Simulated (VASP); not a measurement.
# Zr (P6_3/mmc) in VASP: further runs

Runs on Zr. Level: PBE. Tasks: single point.

All numbers are computed with VASP 6.6.1; they aren't measurements. Logs are shortened: lines on timing, memory, paths and dates and some standing lists are left out, and cuts for length are marked.

### Step 1. The cell of the first run

The structure is hexagonal, space group P6_3/mmc (No. 194). The conventional cell has a = 3.232 Å, b = 3.232 Å, c = 5.174 Å, α = 90.00°, β = 90.00°, γ = 120.00°. Within 4.2 Å of Zr (site symmetry -6m2) lie 12 Zr at 3.19 to 3.23 Å.

### Step 2. Single point, PBE

INCAR reads:

```
SYSTEM = Zr
PREC = Accurate
ENCUT = 520
EDIFF = 1E-6
ISMEAR = 1
SIGMA = 0.03
LREAL = .False.
LASPH = .True.
NELM = 80
ALGO = Normal
ISIF = 2
LWAVE = .False.
LCHARG = .False.
GGA = PE
NBANDS = 19
```

KPOINTS reads:

```
Automatic mesh
0
Gamma
  11 11 6
  0 0 0
```

POSCAR reads:

```
Zr
1.0
    3.2318821451      0.0000000000      0.0000000000
   -1.6159410725      2.7988920397      0.0000000000
    0.0000000000      0.0000000000      5.1741041053
Zr
2
Direct
    0.3333333333      0.6666666667      0.2500000000
    0.6666666667      0.3333333333      0.7500000000
```

Potentials or basis: VASP PAW PBE potentials, release 64 (Zr_sv).

Launch:

```bash
cat potpaw_PBE.64/Zr_sv/POTCAR > POTCAR
mpirun -np 1 vasp_std > vasp.out
```

OUTCAR:

```text
SYSTEM = Zr
   PREC = Accurate
   ENCUT = 520
   EDIFF = 1E-6
   ISMEAR = 1
   LREAL = .False.
   LASPH = .True.
   NELM = 80
   ISIF = 2
   GGA = PE

 ion  position               nearest neighbor table
   1  0.333  0.667  0.250-   2 3.19   2 3.19   2 3.19   2 3.19   2 3.19   2 3.19
   2  0.667  0.333  0.750-   1 3.19   1 3.19   1 3.19   1 3.19   1 3.19   1 3.19

  LATTYP: Found a hexagonal cell.
 ALAT       =     3.2318821451
 C/A-ratio  =     1.6009569263

  Lattice vectors:

 A1 = (   3.2318821451,   0.0000000000,   0.0000000000)
 A2 = (  -1.6159410725,   2.7988920397,   0.0000000000)
 A3 = (   0.0000000000,   0.0000000000,   5.1741041053)

Analysis of symmetry for initial positions (statically):
=====================================================================
 Subroutine PRICEL returns:
 Original cell was already a primitive cell.

 Routine SETGRP: Setting up the symmetry group for a
 hexagonal supercell.

 Subroutine GETGRP returns: Found 24 space group operations
 (whereof 12 operations were pure point group operations)
 out of a pool of 24 trial point group operations.

The static configuration has the point symmetry D_3d.
 The point group associated with its full space group is D_6h.

Analysis of symmetry for dynamics (positions and initial velocities):
=====================================================================
 Subroutine PRICEL returns:
 Original cell was already a primitive cell.

 Routine SETGRP: Setting up the symmetry group for a
 hexagonal supercell.

 Subroutine GETGRP returns: Found 24 space group operations
 (whereof 12 operations were pure point group operations)
 out of a pool of 24 trial point group operations.

The dynamic configuration has the point symmetry D_3d.
 The point group associated with its full space group is D_6h.

 Subroutine INISYM returns: Found 24 space group operations
 (whereof 12 operations are pure point group operations),
 and found     1 'primitive' translations

----------------------------------------------------------------------------------------

                                     Primitive cell

  volume of cell :      46.8033

  direct lattice vectors                    reciprocal lattice vectors
     3.231882145  0.000000000  0.000000000     0.309417223  0.178642117  0.000000000
[... 76 lines left out ...]
 SYSTEM =  Zr
   PREC   = accura    normal or accurate (medium, high low for compatibility)
   ISTART =      0    job   : 0-new  1-cont  2-samecut
   ICHARG =      2    charge: 1-file 2-atom 10-const
   ISPIN  =      1    spin polarized calculation?
   LNONCOLLINEAR =      F non collinear calculations
   LSORBIT =      F    spin-orbit coupling
   LASPH  =      T    aspherical Exc in radial PAW
   ENCUT  =  520.0 eV  38.22 Ry    6.18 a.u.   6.01  6.01  9.62*2*pi/ulx,y,z
   NELM   =     80;   NELMIN=  2; NELMDL= -5     # of ELM steps
   EDIFF  = 0.1E-05   stopping-criterion for ELM
   LREAL  =      F    real-space projection
   EDIFFG = 0.1E-04   stopping-criterion for IOM
   NSW    =      0    number of steps for IOM
   IBRION =     -1    ionic relax: 0-MD 1-quasi-New 2-CG
   NFREE  =      0    steps in history (QN), initial steepest desc. (CG)
   ISIF   =      2    stress and relaxation
   ISYM   =      2    0-nonsym 1-usesym 2-fastsym
   POTIM  = 0.5000    time-step for ionic-motion
   TEBEG  =    0.0;   TEEND  =   0.0 temperature during run
   PSTRESS=    0.0 pullay stress
   NELECT =      24.0000    total number of electrons
   NUPDOWN=      -1.0000    fix difference up-down
   EMIN   =  10.00;   EMAX   =-10.00  energy-range for DOS
   EFERMI =   0.00;   METHOD = LEGACY
   ISMEAR =     1;   SIGMA  =   0.03  broadening in eV -4-tet -1-fermi 0-gaus
   EFERMI_NEDOS =   21; number of points for ismear=-14 and -15
   IALGO  =     38    algorithm
   IMIX   =      4    mixing-type and parameters
     AMIX     =   0.40;   BMIX     =  1.00
     AMIX_MAG =   1.60;   BMIX_MAG =  1.00
  volume/ion in A,a.u.               =      23.40       157.92
  Fermi-wavevector in a.u.,A,eV,Ry     =   1.310347  2.476197 23.361328  1.717009
  Thomas-Fermi vector in A             =   2.440883
   LORBIT       =      0    0 simple, 1 ext, 2 COOP (PROOUT), +10 PAW based schemes
   GGA     = PE    functional components
   LHFCALC =     F    Hartree Fock is set to
   AEXX    =    0.0000 exact exchange contribution
   IVDW    =     0    specifies the selected vdW correction
   LEPSILON=     F    determine dielectric tensor
   LRPA    =     F    only Hartree local field effects (RPA)
 non-spin polarized calculation
 Methfessel and Paxton  Order N= 1 SIGMA  =   0.03
  energy-cutoff  :      520.00
  volume of cell :       46.80
 maximum number of plane-waves:      1284
   NGX = 13   NGY = 13   NGZ = 19

 number of electron      24.0000001 magnetization

 Free energy of the ion-electron system (eV)
  ---------------------------------------------------
  ext. energy  EPLUGINS =         0.00000000
  ---------------------------------------------------
  free energy    TOTEN  =       -17.04220095 eV

  energy without entropy =      -17.04219064  energy(sigma->0) =      -17.04219751

 E-fermi :   8.9691     XC(G=0): -11.0584

 val. band max:        8.9563120977   @ k =   0.0000   0.0000   0.5000
 cond. band min:       8.9707112690   @ k =   0.0909   0.0909   0.0000
 fundamental gap:      0.0143991713
 Fermi energy:         8.9690689442

 k-point     1 :       0.0000    0.0000    0.0000
  band No.  band energies     occupation
      1     -39.9095      2.00000
      2     -39.7613      2.00000
      3     -18.4241      2.00000
      4     -17.5593      2.00000
      5     -17.5593      2.00000
      6     -17.4447      2.00000
[... 505 lines left out ...]
      6     -17.6497      2.00000
[... 11 lines left out ...]
     18      11.9757      0.00000
     19      13.7210      0.00000

 [... further k-points ...]
[... 5 lines left out ...]
  --------------------------------------------------------------------------------------
  -------------------------------------------------------------------------------------
  Total        0.0030555      0.0030555     -0.0741787      0.0000000      0.0000000      0.0000000
  in kB        0.1045973      0.1045973     -2.5392936      0.0000000      0.0000000      0.0000000
  external PRESSURE =      -0.7766997 kB  Pullay stress =       0.0000000 kB

 VOLUME and BASIS-vectors are now :
 -----------------------------------------------------------------------------
  energy-cutoff  :      520.00
  volume of cell :       46.80
      direct lattice vectors                 reciprocal lattice vectors
     3.231882145  0.000000000  0.000000000     0.309417223  0.178642117  0.000000000
    -1.615941073  2.798892040  0.000000000     0.000000000  0.357284235  0.000000000
     0.000000000  0.000000000  5.174104105     0.000000000  0.000000000  0.193270174

 POSITION                                       TOTAL-FORCE (eV/Angst)
 -----------------------------------------------------------------------------------
     -0.00000      1.86593      1.29353        -0.000000      0.000000      0.000000
      1.61594      0.93296      3.88058         0.000000     -0.000000      0.000000
 -----------------------------------------------------------------------------------
    total drift:                               -0.000000      0.000000     -0.000000

  FREE ENERGIE OF THE ION-ELECTRON SYSTEM (eV)
  ---------------------------------------------------
  free  energy   TOTEN  =       -17.0422009470 eV

  energy  without entropy=      -17.0421906392  energy(sigma->0) =      -17.04219751
```

stdout:

```text
POSCAR found type information on POSCAR Zr
 POSCAR found :  1 types and       2 ions
 scaLAPACK will be used
 LDA part: xc-table for (Slater+PW92), standard interpolation
 POSCAR, INCAR and KPOINTS ok, starting setup
 FFT: planning ... GRIDC
 FFT: planning ... GRID_SOFT
 FFT: planning ... GRID
 WAVECAR not read
 entering main loop
```

It took 38 s on 1 thread of AMD EPYC 9R45 (Zen 5), shared host; peak memory 0.14 GiB.

What came out:

```
Free energy            : -17.0422 eV
Pressure               : -0.1 GPa
Band gap on the k mesh : zero (band 12 reaches 9.81 eV, above the bottom of band 13 at 8.78 eV)
```

Levels at points of the mesh, in eV from the Fermi level:
```
           k point  band 8  band 9  band 10  band 11  band 12  band 13  band 14  band 15  band 16  band 17
(0.00, 0.00, 0.00)  -26.39   -5.68    -3.05     0.84     0.84     0.93     1.08     1.52     1.52     2.13
(0.00, 0.00, 0.50)  -26.46   -3.99    -3.99    -0.01    -0.01     0.76     0.76     0.76     0.76     3.89
```

### Step 3. Single point, PBE

INCAR reads:

```
SYSTEM = Zr
PREC = Accurate
ENCUT = 520
EDIFF = 1E-6
ISMEAR = 1
SIGMA = 0.1
LREAL = .FALSE.
LASPH = .TRUE.
NELM = 80
ALGO = Normal
ISIF = 2
LWAVE = .FALSE.
LCHARG = .FALSE.
GGA = PE
NBANDS = 19
```

KPOINTS reads:

```
regular mesh
0
G
  11 11 6
  0 0 0
```

POSCAR is that of step 2.

Potentials or basis: VASP PAW PBE potentials, release 64 (Zr_sv).

Launch:

```bash
cat potpaw_PBE.64/Zr_sv/POTCAR > POTCAR
mpirun -np 1 vasp_std > vasp.out
```

OUTCAR:

```text
SYSTEM = Zr
   PREC = Accurate
   ENCUT = 520
   EDIFF = 1E-6
   ISMEAR = 1
   LREAL = .FALSE.
   LASPH = .TRUE.
   NELM = 80
   ISIF = 2
   GGA = PE

 ion  position               nearest neighbor table
   1  0.333  0.667  0.250-   2 3.19   2 3.19   2 3.19   2 3.19   2 3.19   2 3.19
   2  0.667  0.333  0.750-   1 3.19   1 3.19   1 3.19   1 3.19   1 3.19   1 3.19

  LATTYP: Found a hexagonal cell.
 ALAT       =     3.2318821451
 C/A-ratio  =     1.6009569263

  Lattice vectors:

 A1 = (   3.2318821451,   0.0000000000,   0.0000000000)
 A2 = (  -1.6159410725,   2.7988920397,   0.0000000000)
 A3 = (   0.0000000000,   0.0000000000,   5.1741041053)

Analysis of symmetry for initial positions (statically):
=====================================================================
 Subroutine PRICEL returns:
 Original cell was already a primitive cell.

 Routine SETGRP: Setting up the symmetry group for a
 hexagonal supercell.

 Subroutine GETGRP returns: Found 24 space group operations
 (whereof 12 operations were pure point group operations)
 out of a pool of 24 trial point group operations.

The static configuration has the point symmetry D_3d.
 The point group associated with its full space group is D_6h.

Analysis of symmetry for dynamics (positions and initial velocities):
=====================================================================
 Subroutine PRICEL returns:
 Original cell was already a primitive cell.

 Routine SETGRP: Setting up the symmetry group for a
 hexagonal supercell.

 Subroutine GETGRP returns: Found 24 space group operations
 (whereof 12 operations were pure point group operations)
 out of a pool of 24 trial point group operations.

The dynamic configuration has the point symmetry D_3d.
 The point group associated with its full space group is D_6h.

 Subroutine INISYM returns: Found 24 space group operations
 (whereof 12 operations are pure point group operations),
 and found     1 'primitive' translations

----------------------------------------------------------------------------------------

                                     Primitive cell

  volume of cell :      46.8033

  direct lattice vectors                    reciprocal lattice vectors
     3.231882145  0.000000000  0.000000000     0.309417223  0.178642117  0.000000000
    -1.615941073  2.798892040  0.000000000     0.000000000  0.357284235  0.000000000
     0.000000000  0.000000000  5.174104105     0.000000000  0.000000000  0.193270174

  length of vectors
     3.231882145  3.231882145  5.174104105     0.357284235  0.357284235  0.193270174

  position of ions in fractional coordinates (direct lattice)
     0.333333333  0.666666667  0.250000000
     0.666666667  0.333333333  0.750000000

  ion indices of the primitive-cell ions
   primitive index   ion index
                 1           1
                 2           2

----------------------------------------------------------------------------------------

 KPOINTS: regular mesh

Automatic generation of k-mesh.
 Grid dimensions read from file:
 generate k-points for:   11   11    6

 Generating k-lattice:

  Cartesian coordinates                     Fractional coordinates (reciprocal lattice)
     0.028128838  0.016240192  0.000000000     0.090909091 -0.000000000  0.000000000
     0.000000000  0.032480385  0.000000000     0.000000000  0.090909091  0.000000000
     0.000000000  0.000000000  0.032211696     0.000000000  0.000000000  0.166666667

  Length of vectors
     0.032480385  0.032480385  0.032211696

  Shift w.r.t. Gamma in fractional coordinates (k-lattice)
     0.000000000  0.000000000  0.000000000

 Subroutine IBZKPT returns following result:
 ===========================================

 Found     64 irreducible k-points:

 Following reciprocal coordinates:
            Coordinates               Weight
  0.000000  0.000000  0.000000      1.000000
  0.090909 -0.000000  0.000000      6.000000
  0.181818 -0.000000  0.000000      6.000000
  0.272727 -0.000000  0.000000      6.000000
  0.363636 -0.000000  0.000000      6.000000
  0.454545 -0.000000  0.000000      6.000000
[... 16 lines left out ...]
  0.090909  0.090909  0.166667     12.000000
  0.181818  0.090909  0.166667     24.000000
 [... further k-points ...]
   k-points           NKPTS =     64   k-points in BZ     NKDIM =     64   number of bands    NBANDS=     19
   number of dos      NEDOS =    301   number of ions     NIONS =      2
   total plane-waves  NPLWV =  23040
   dimension x,y,z NGX =    24 NGY =   24 NGZ =   40
   dimension x,y,z NGXF=    48 NGYF=   48 NGZF=   80
   ions per type =               2
   NGX,Y,Z   is equivalent  to a cutoff of  12.35, 12.35, 12.85 a.u.
   NGXF,Y,Z  is equivalent  to a cutoff of  24.69, 24.69, 25.70 a.u.
 SYSTEM =  Zr
   PREC   = accura    normal or accurate (medium, high low for compatibility)
   ISTART =      0    job   : 0-new  1-cont  2-samecut
   ICHARG =      2    charge: 1-file 2-atom 10-const
   ISPIN  =      1    spin polarized calculation?
   LNONCOLLINEAR =      F non collinear calculations
   LSORBIT =      F    spin-orbit coupling
   LASPH  =      T    aspherical Exc in radial PAW
   ENCUT  =  520.0 eV  38.22 Ry    6.18 a.u.   6.01  6.01  9.62*2*pi/ulx,y,z
   NELM   =     80;   NELMIN=  2; NELMDL= -5     # of ELM steps
   EDIFF  = 0.1E-05   stopping-criterion for ELM
   LREAL  =      F    real-space projection
   EDIFFG = 0.1E-04   stopping-criterion for IOM
   NSW    =      0    number of steps for IOM
   IBRION =     -1    ionic relax: 0-MD 1-quasi-New 2-CG
   NFREE  =      0    steps in history (QN), initial steepest desc. (CG)
   ISIF   =      2    stress and relaxation
   ISYM   =      2    0-nonsym 1-usesym 2-fastsym
   POTIM  = 0.5000    time-step for ionic-motion
   TEBEG  =    0.0;   TEEND  =   0.0 temperature during run
   PSTRESS=    0.0 pullay stress
   NELECT =      24.0000    total number of electrons
   NUPDOWN=      -1.0000    fix difference up-down
   EMIN   =  10.00;   EMAX   =-10.00  energy-range for DOS
   EFERMI =   0.00;   METHOD = LEGACY
   ISMEAR =     1;   SIGMA  =   0.10  broadening in eV -4-tet -1-fermi 0-gaus
   EFERMI_NEDOS =   21; number of points for ismear=-14 and -15
   IALGO  =     38    algorithm
   IMIX   =      4    mixing-type and parameters
     AMIX     =   0.40;   BMIX     =  1.00
     AMIX_MAG =   1.60;   BMIX_MAG =  1.00
  volume/ion in A,a.u.               =      23.40       157.92
  Fermi-wavevector in a.u.,A,eV,Ry     =   1.310347  2.476197 23.361328  1.717009
  Thomas-Fermi vector in A             =   2.440883
   LORBIT       =      0    0 simple, 1 ext, 2 COOP (PROOUT), +10 PAW based schemes
   GGA     = PE    functional components
   LHFCALC =     F    Hartree Fock is set to
   AEXX    =    0.0000 exact exchange contribution
   IVDW    =     0    specifies the selected vdW correction
   LEPSILON=     F    determine dielectric tensor
   LRPA    =     F    only Hartree local field effects (RPA)
 non-spin polarized calculation
 Methfessel and Paxton  Order N= 1 SIGMA  =   0.10
  energy-cutoff  :      520.00
  volume of cell :       46.80
 maximum number of plane-waves:      1284
   NGX = 13   NGY = 13   NGZ = 19

 number of electron      24.0000001 magnetization

 Free energy of the ion-electron system (eV)
  ---------------------------------------------------
  ext. energy  EPLUGINS =         0.00000000
  ---------------------------------------------------
  free energy    TOTEN  =       -17.04142282 eV

  energy without entropy =      -17.04335708  energy(sigma->0) =      -17.04206758

 E-fermi :   8.9604     XC(G=0): -11.0584

 val. band max:        8.9555576029   @ k =   0.0000   0.0000   0.5000
 cond. band min:       8.9705296726   @ k =   0.0909   0.0909   0.0000
 fundamental gap:      0.0149720697
 Fermi energy:         8.9603943258

 k-point     1 :       0.0000    0.0000    0.0000
  band No.  band energies     occupation
      1     -39.9095      2.00000
      2     -39.7613      2.00000
      3     -18.4249      2.00000
      4     -17.5588      2.00000
      5     -17.5588      2.00000
      6     -17.4455      2.00000
[... 11 lines left out ...]
     18      11.0977      0.00000
     19      13.3485      0.00000

 k-point     2 :       0.0909   -0.0000    0.0000
  band No.  band energies     occupation
      1     -39.9003      2.00000
      2     -39.7573      2.00000
      3     -18.4002      2.00000
      4     -17.6142      2.00000
      5     -17.5768      2.00000
      6     -17.4806      2.00000
[... 476 lines left out ...]
 k-point    24 :       0.1818    0.0909    0.1667
  band No.  band energies     occupation
      1     -39.8452      2.00000
      2     -39.7472      2.00000
      3     -18.2401      2.00000
      4     -17.8423      2.00000
      5     -17.8003      2.00000
      6     -17.6494      2.00000
[... 11 lines left out ...]
     18      11.9758      0.00000
     19      13.7209      0.00000

 [... further k-points ...]
[... 5 lines left out ...]
  --------------------------------------------------------------------------------------
  -------------------------------------------------------------------------------------
  Total        0.0135914      0.0135914     -0.1155270      0.0000000     -0.0000000      0.0000000
  in kB        0.4652640      0.4652640     -3.9547351      0.0000000     -0.0000000      0.0000000
  external PRESSURE =      -1.0080690 kB  Pullay stress =       0.0000000 kB

 VOLUME and BASIS-vectors are now :
 -----------------------------------------------------------------------------
  energy-cutoff  :      520.00
  volume of cell :       46.80
      direct lattice vectors                 reciprocal lattice vectors
     3.231882145  0.000000000  0.000000000     0.309417223  0.178642117  0.000000000
    -1.615941073  2.798892040  0.000000000     0.000000000  0.357284235  0.000000000
     0.000000000  0.000000000  5.174104105     0.000000000  0.000000000  0.193270174

 POSITION                                       TOTAL-FORCE (eV/Angst)
 -----------------------------------------------------------------------------------
     -0.00000      1.86593      1.29353         0.000000      0.000000      0.000000
      1.61594      0.93296      3.88058        -0.000000      0.000000      0.000000
 -----------------------------------------------------------------------------------
    total drift:                               -0.000000      0.000000     -0.000000

  FREE ENERGIE OF THE ION-ELECTRON SYSTEM (eV)
  ---------------------------------------------------
  free  energy   TOTEN  =       -17.0414228224 eV

  energy  without entropy=      -17.0433570829  energy(sigma->0) =      -17.04206758
```

stdout:

```text
POSCAR found type information on POSCAR Zr
 POSCAR found :  1 types and       2 ions
 scaLAPACK will be used
 LDA part: xc-table for (Slater+PW92), standard interpolation
 POSCAR, INCAR and KPOINTS ok, starting setup
 FFT: planning ... GRIDC
 FFT: planning ... GRID_SOFT
 FFT: planning ... GRID
 WAVECAR not read
 entering main loop
```

Run time: 43 s. Hardware: 1 thread of AMD EPYC 9R45 (Zen 5), shared host; peak memory 0.15 GiB.

What came out:

* Free energy: -17.0414 eV
* Pressure: -0.1 GPa
* Band gap on the k mesh: zero (band 12 reaches 9.81 eV, above the bottom of band 13 at 8.78 eV)
